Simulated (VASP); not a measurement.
Wanted: the native input for a VASP 6.6.1 run.

* Task: relaxation of cell and atoms
* Functional: LDA
* Potentials or basis: VASP PAW LDA potentials, release 64 (Ti_sv, Pd)
* Cutoff: 600 eV
* k mesh: 14 × 14 × 14
* Occupations: fermi-dirac, width 0.15 eV
* Spin: no spin polarisation
* Dipole correction: no
* Further INCAR settings: ALGO = Normal; EDIFF = 1e-06; IBRION = 2; EDIFFG = -0.001; NSW = 80; ISIF = 3

The structure of TiPd lies in POSCAR:

```
TiPd
1.0
    3.1013405632      0.0000000000      0.0000000000
    0.0000000000      3.1013405632      0.0000000000
    0.0000000000      0.0000000000      3.1013405632
Ti Pd
1 1
Direct
    0.5000000000      0.5000000000      0.5000000000
    0.0000000000      0.0000000000      0.0000000000
```

The input as run:

INCAR

```
SYSTEM = TiPd
PREC     = Accurate       ! precision mode
ENCUT    = 600            ! plane-wave cutoff, eV
EDIFF    = 1E-6           ! SCF threshold, eV
ISMEAR   = -1             ! smearing method
SIGMA    = 0.15           ! smearing width, eV
LREAL    = .False.        ! projectors in reciprocal space
LASPH    = .True.         ! aspherical terms in the spheres
NELM     = 100            ! most SCF steps
ALGO     = Normal         ! electronic algorithm
ISIF     = 3              ! what is computed and relaxed
LWAVE    = .False.        ! write WAVECAR
LCHARG   = .False.        ! write CHGCAR
GGA      = CA             ! functional
IBRION   = 2              ! ionic algorithm
NSW      = 80             ! ionic steps
EDIFFG   = -0.001         ! ionic threshold
```

KPOINTS

```
Automatic mesh
0
Gamma
  14 14 14
  0 0 0
```

Potentials or basis: VASP PAW LDA potentials, release 64 (Ti_sv, Pd).

Run with:

```bash
$ cat potpaw_LDA.64/Ti_sv/POTCAR potpaw_LDA.64/Pd/POTCAR > POTCAR
$ mpirun -np 1 vasp_std > vasp.out
```

It gave:

The relaxed volume is 14.99 Å³/atom and the relaxed cell is a = 3.106 Å, b = 3.106 Å, c = 3.106 Å, α = 90.00°, β = 90.00°, γ = 90.00°. The space group after relaxing (to 0.1 Å) is Pm-3m (No. 221), the energy gained by relaxing is 0.2 meV/atom and the ionic steps are 9. The pressure after relaxing is 0.0 GPa. The band gap on the k mesh is zero (bands 11 and 12 overlap by 2.41 eV).

Wall time 2 min on 1 thread of Intel(R) Xeon(R) Platinum 8559C (Emerald Rapids), on a shared host, peak memory 0.2 GiB.
